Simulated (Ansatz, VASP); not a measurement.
# Two plane-wave programs on SiO2

The input INCAR:

```
PREC = Accurate
ENCUT = 520
EDIFF = 1E-8
ISMEAR = -1
SIGMA = 0.02
LREAL = Auto
LASPH = True
NELM = 60
ALGO = Normal
ISIF = 2
LWAVE = False
LCHARG = False
GGA = PE
LEFG = True
NBANDS = 82
```

KPOINTS

```
regular mesh
0
Gamma
  5 3 3
```

POSCAR

```
SiO2
1.0
    4.9580069400      0.0000000000      0.0000000000
    0.0000000000      8.7413227800      0.0000000000
    0.0000000000      0.0000000000      8.6786427400
Si O
8 16
Direct
    0.9337143700      0.1740547800      0.1812569300
    0.0662856300      0.8259452200      0.1812569300
    0.4337143700      0.3259452200      0.3187430700
    0.9337143700      0.1740547800      0.8187430700
    0.0662856300      0.8259452200      0.8187430700
    0.4337143700      0.3259452200      0.6812569300
    0.5662856300      0.6740547800      0.3187430700
    0.5662856300      0.6740547800      0.6812569300
    0.0135512900      0.8012656000      0.0000000000
    0.5000000000      0.5000000000      0.2715662200
    0.5135512900      0.6987344000      0.5000000000
    0.9864487100      0.1987344000      0.0000000000
    0.1231752200      0.2889473600      0.7216060400
    0.8768247800      0.7110526400      0.7216060400
    0.0000000000      0.0000000000      0.7715662200
    0.6231752200      0.2110526400      0.2216060400
    0.3768247800      0.7889473600      0.2216060400
    0.5000000000      0.5000000000      0.7284337800
    0.3768247800      0.7889473600      0.7783939600
    0.1231752200      0.2889473600      0.2783939600
    0.6231752200      0.2110526400      0.7783939600
    0.4864487100      0.3012656000      0.5000000000
    0.0000000000      0.0000000000      0.2284337800
    0.8768247800      0.7110526400      0.2783939600
```

Input for Ansatz:

```yaml
crystal:
  lattice:
    - [4.95800694, 0.0, 0.0]
    - [0.0, 8.74132278, 0.0]
    - [0.0, 0.0, 8.67864274]
  atoms:
    - { symbol: Si, position: [0.93371437, 0.17405478, 0.18125693] }
    - { symbol: Si, position: [0.06628563, 0.82594522, 0.18125693] }
    - { symbol: Si, position: [0.43371437, 0.32594522, 0.31874307] }
    - { symbol: Si, position: [0.93371437, 0.17405478, 0.81874307] }
    - { symbol: Si, position: [0.06628563, 0.82594522, 0.81874307] }
    - { symbol: Si, position: [0.43371437, 0.32594522, 0.68125693] }
    - { symbol: Si, position: [0.56628563, 0.67405478, 0.31874307] }
    - { symbol: Si, position: [0.56628563, 0.67405478, 0.68125693] }
    - { symbol: O, position: [0.01355129, 0.8012656, 0.0] }
    - { symbol: O, position: [0.5, 0.5, 0.27156622] }
    - { symbol: O, position: [0.51355129, 0.6987344, 0.5] }
    - { symbol: O, position: [0.98644871, 0.1987344, 0.0] }
    - { symbol: O, position: [0.12317522, 0.28894736, 0.72160604] }
    - { symbol: O, position: [0.87682478, 0.71105264, 0.72160604] }
    - { symbol: O, position: [0.0, 0.0, 0.77156622] }
    - { symbol: O, position: [0.62317522, 0.21105264, 0.22160604] }
    - { symbol: O, position: [0.37682478, 0.78894736, 0.22160604] }
    - { symbol: O, position: [0.5, 0.5, 0.72843378] }
    - { symbol: O, position: [0.37682478, 0.78894736, 0.77839396] }
    - { symbol: O, position: [0.12317522, 0.28894736, 0.27839396] }
    - { symbol: O, position: [0.62317522, 0.21105264, 0.77839396] }
    - { symbol: O, position: [0.48644871, 0.3012656, 0.5] }
    - { symbol: O, position: [0.0, 0.0, 0.22843378] }
    - { symbol: O, position: [0.87682478, 0.71105264, 0.27839396] }
kpoints:
  mp_grid: { grid: [5, 3, 3] }
scf:
  occupations: { method: fermi_dirac, width: 0.02 }
hamiltonian:
  xc: pbe
  pseudopotentials: { kind: paw, frozen_core: stored }
output:
  forces: true
  stress: true
  populations: true
  efg: { quadrupole_moments_barn: { O: -0.02558 } }
```

Alike in both runs: task electric field gradients; functional PBE; k mesh 5 × 3 × 3; occupations fermi-dirac, width 0.02 eV; no spin polarisation.

|  | VASP | Ansatz |
| --- | --- | --- |
| version | VASP 6.6.1 | Ansatz 0.2.0 |
| potentials or method | VASP PAW PBE potentials, release 64 (Si, O) | plane-wave PAW, scalar-relativistic |
| plane-wave cutoff (eV) | 520 | 420 |
| valence electrons in the cell | 128 | 128 |

Ansatz gave:

| Property | Result |
| --- | --- |
| gap on the k mesh at the Fermi level (eV) | 5.69 |
| pressure (GPa) | 4.3 |
| traceless stress, the component that is largest in VASP (GPa) | -0.08 |
| rms of the force components (eV/Å) | 0.130 |
| size of Vzz on the site where it differs most (V/Å²) | 99.7 |

Estimate VASP's values.

gap on the k mesh at the Fermi level (eV): 5.69; pressure (GPa): 4.4; traceless stress, the component that is largest in VASP (GPa): -0.11; rms of the force components (eV/Å): 0.128; size of Vzz on the site where it differs most (V/Å²): 91.8.

Atom by atom the forces differ by 0.006 eV/Å (rms over components).
